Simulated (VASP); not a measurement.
# CoO (Fm-3m) in VASP: single point with b88 exchange, lda correlation

Aim: the single point of CoO with b88 exchange, lda correlation.

Program: VASP 6.6.1. These are calculated values, not measurements. Logs are shortened: lines on timing, memory, paths and dates and some standing lists are left out, and cuts for length are marked.

## Step 1: The cell of the first run

It takes space group Fm-3m (No. 225, cubic). Conventional cell: a = 4.263 Å, b = 4.263 Å, c = 4.263 Å, α = 90.00°, β = 90.00°, γ = 90.00°. Co (site symmetry m-3m) has 6 O at 2.13 Å within 2.8 Å. O (site symmetry m-3m) has 6 Co at 2.13 Å within 2.8 Å.

## Step 2: Single point, b88 exchange, lda correlation, collinear spin, ferromagnetic start

Contents of INCAR:

```
  PREC = Accurate
  ENCUT = 600
  EDIFF = 1E-6
  ISMEAR = -1
  SIGMA = 0.02
  LREAL = F
  LASPH = T
  NELM = 200
  ALGO = Normal
  ISIF = 2
  LWAVE = F
  LCHARG = F
  ISPIN = 2
  MAGMOM = 1.8 0
  LORBIT = 11
  LMAXMIX = 4
  GGA = LIBXC
  LIBXC1 = GGA_X_B88
  LIBXC2 = LDA_C_PW
  NBANDS = 18
  GGA_COMPAT = F
```

Contents of KPOINTS:

```
Automatic mesh
0
Gamma
  11 11 11
```

Contents of POSCAR:

```
CoO
1.0
    0.0000000000      2.1315000000      2.1315000000
    2.1315000000      0.0000000000      2.1315000000
    2.1315000000      2.1315000000      0.0000000000
Co O
1 1
Direct
    0.0000000000      0.0000000000      0.0000000000
    0.5000000000      0.5000000000      0.5000000000
```

Potentials or basis: VASP PAW PBE potentials, release 64 (Co, O).

On the command line:

```sh
cat potpaw_PBE.64/Co/POTCAR potpaw_PBE.64/O/POTCAR > POTCAR
mpirun -np 1 vasp_std > vasp.out
```

OUTCAR:

```text
PREC = Accurate
   ENCUT = 600
   EDIFF = 1E-6
   ISMEAR = -1
   LREAL = F
   LASPH = T
   NELM = 200
   ISIF = 2
   ISPIN = 2
   LORBIT = 11
   GGA = LIBXC

 ion  position               nearest neighbor table
   1  0.000  0.000  0.000-   2 2.13   2 2.13   2 2.13   2 2.13   2 2.13   2 2.13
   2  0.500  0.500  0.500-   1 2.13   1 2.13   1 2.13   1 2.13   1 2.13   1 2.13

  LATTYP: Found a face centered cubic cell.
 ALAT       =     4.2630000000

  Lattice vectors:

 A1 = (   0.0000000000,   2.1315000000,   2.1315000000)
 A2 = (   2.1315000000,   0.0000000000,   2.1315000000)
 A3 = (   2.1315000000,   2.1315000000,   0.0000000000)

Analysis of symmetry for initial positions (statically):
=====================================================================
 Subroutine PRICEL returns:
 Original cell was already a primitive cell.

 Routine SETGRP: Setting up the symmetry group for a
 face centered cubic supercell.

 Subroutine GETGRP returns: Found 48 space group operations
 (whereof 48 operations were pure point group operations)
 out of a pool of 48 trial point group operations.

The static configuration has the point symmetry O_h .

Analysis of symmetry for dynamics (positions and initial velocities):
=====================================================================
 Subroutine PRICEL returns:
 Original cell was already a primitive cell.

 Routine SETGRP: Setting up the symmetry group for a
 face centered cubic supercell.

 Subroutine GETGRP returns: Found 48 space group operations
 (whereof 48 operations were pure point group operations)
 out of a pool of 48 trial point group operations.

The dynamic configuration has the point symmetry O_h .

Analysis of structural, dynamic, and magnetic symmetry:
=====================================================================
 Subroutine PRICEL returns:
 Original cell was already a primitive cell.

 Routine SETGRP: Setting up the symmetry group for a
 face centered cubic supercell.

 Subroutine GETGRP returns: Found 48 space group operations
 (whereof 48 operations were pure point group operations)
 out of a pool of 48 trial point group operations.

The overall configuration has the point symmetry O_h .

 Subroutine INISYM returns: Found 48 space group operations
 (whereof 48 operations are pure point group operations),
 and found     1 'primitive' translations
[... 105 lines left out ...]
   PSTRESS=    0.0 pullay stress
   NELECT =      15.0000    total number of electrons
   NUPDOWN=      -1.0000    fix difference up-down
   EMIN   =  10.00;   EMAX   =-10.00  energy-range for DOS
   EFERMI =   0.00;   METHOD = LEGACY
   ISMEAR =    -1;   SIGMA  =   0.02  broadening in eV -4-tet -1-fermi 0-gaus
   EFERMI_NEDOS =   21; number of points for ismear=-14 and -15
   IALGO  =     38    algorithm
   IMIX   =      4    mixing-type and parameters
     AMIX     =   0.40;   BMIX     =  1.00
     AMIX_MAG =   1.60;   BMIX_MAG =  1.00
  volume/ion in A,a.u.               =       9.68        65.35
  Fermi-wavevector in a.u.,A,eV,Ry     =   1.503407  2.841027 30.752334  2.260233
  Thomas-Fermi vector in A             =   2.614521
   LORBIT       =     11    0 simple, 1 ext, 2 COOP (PROOUT), +10 PAW based schemes
   GGA     = LIBXC    functional components
   LHFCALC =     F    Hartree Fock is set to
   AEXX    =    0.0000 exact exchange contribution
   IVDW    =     0    specifies the selected vdW correction
   LEPSILON=     F    determine dielectric tensor
   LRPA    =     F    only Hartree local field effects (RPA)
 spin polarized calculation
  energy-cutoff  :      600.00
  volume of cell :       19.37
 maximum number of plane-waves:       660
   NGX = 13   NGY = 13   NGZ = 13

 number of electron      15.0000008 magnetization       2.6995486

 Free energy of the ion-electron system (eV)
  ---------------------------------------------------
  ext. energy  EPLUGINS =         0.00000000
  ---------------------------------------------------
  free energy    TOTEN  =       -11.22872429 eV

  energy without entropy =      -11.22133688  energy(sigma->0) =      -11.22503058

 E-fermi :   7.6005     XC(G=0): -12.1318

 val. band max:        7.5974263263   @ k =   0.3636   0.2727   0.0909
 cond. band min:       7.6043426058   @ k =  -0.4545   0.3636   0.0000
 fundamental gap:      0.0069162795
 Fermi energy:         7.6004804577

 spin component 1

 k-point     1 :       0.0000    0.0000    0.0000
  band No.  band energies     occupation
      1     -12.3474      1.00000
      2       4.6069      1.00000
      3       4.6069      1.00000
      4       4.6069      1.00000
      5       4.6800      1.00000
      6       4.6801      1.00000
[... 493 lines left out ...]
     17      35.8034      0.00000
     18      37.6915      0.00000

 [... further k-points ...]

 spin component 2

 k-point     1 :       0.0000    0.0000    0.0000
  band No.  band energies     occupation
      1     -11.9382      1.00000
      2       5.0583      1.00000
      3       5.0583      1.00000
      4       5.0583      1.00000
      5       6.5321      1.00000
      6       6.5323      1.00000
[... 493 lines left out ...]
     17      36.3626      0.00000
     18      38.2728      0.00000

 [... further k-points ...]
[... 5 lines left out ...]
  --------------------------------------------------------------------------------------
  -------------------------------------------------------------------------------------
  Total        1.0606451      1.0606451      1.0606451     -0.0000000      0.0000000     -0.0000000
  in kB       87.7394021     87.7394021     87.7394021     -0.0000000      0.0000000     -0.0000000
  external PRESSURE =      87.7394021 kB  Pullay stress =       0.0000000 kB

 VOLUME and BASIS-vectors are now :
 -----------------------------------------------------------------------------
  energy-cutoff  :      600.00
  volume of cell :       19.37
      direct lattice vectors                 reciprocal lattice vectors
     0.000000000  2.131500000  2.131500000    -0.234576589  0.234576589  0.234576589
     2.131500000  0.000000000  2.131500000     0.234576589 -0.234576589  0.234576589
     2.131500000  2.131500000  0.000000000     0.234576589  0.234576589 -0.234576589

 POSITION                                       TOTAL-FORCE (eV/Angst)
 -----------------------------------------------------------------------------------
      0.00000      0.00000      0.00000         0.000000      0.000000      0.000000
      2.13150      2.13150      2.13150        -0.000000     -0.000000     -0.000000
 -----------------------------------------------------------------------------------
    total drift:                                0.000000     -0.000000     -0.000000

  FREE ENERGIE OF THE ION-ELECTRON SYSTEM (eV)
  ---------------------------------------------------
  free  energy   TOTEN  =       -11.2287242883 eV

  energy  without entropy=      -11.2213368752  energy(sigma->0) =      -11.22503058

 total charge

# of ion       s       p       d       tot
------------------------------------------
    1        0.281   0.338   7.197   7.815
    2        1.551   3.460   0.000   5.011
--------------------------------------------------
tot          1.831   3.798   7.197  12.825

 magnetization (x)

# of ion       s       p       d       tot
------------------------------------------
    1        0.020   0.017   2.365   2.401
    2        0.026   0.219   0.000   0.245
--------------------------------------------------
tot          0.046   0.235   2.365   2.646
```

It took 48 s on 1 thread of AMD EPYC 7R13 (Zen 3), shared host; peak memory 0.14 GiB.

What came out:

```yaml
Free_energy: -11.2287 eV
Pressure: 8.8 GPa
Net_moment: 2.70 μB per cell
Site_moments: Co +2.40; O +0.24 μB
Valence_electrons_inside_the_program's_atomic_spheres: Co 7.82; O 5.01
```

Caveat: the cell stands under pressure; the PAW data sets were made with another functional, which shifts forces and pressure a little; a cell with one magnetic atom can't hold antiferromagnetic order, which such compounds often take; semilocal functionals often make such compounds metallic where correlation or magnetic order opens a gap, which also shifts bond lengths.
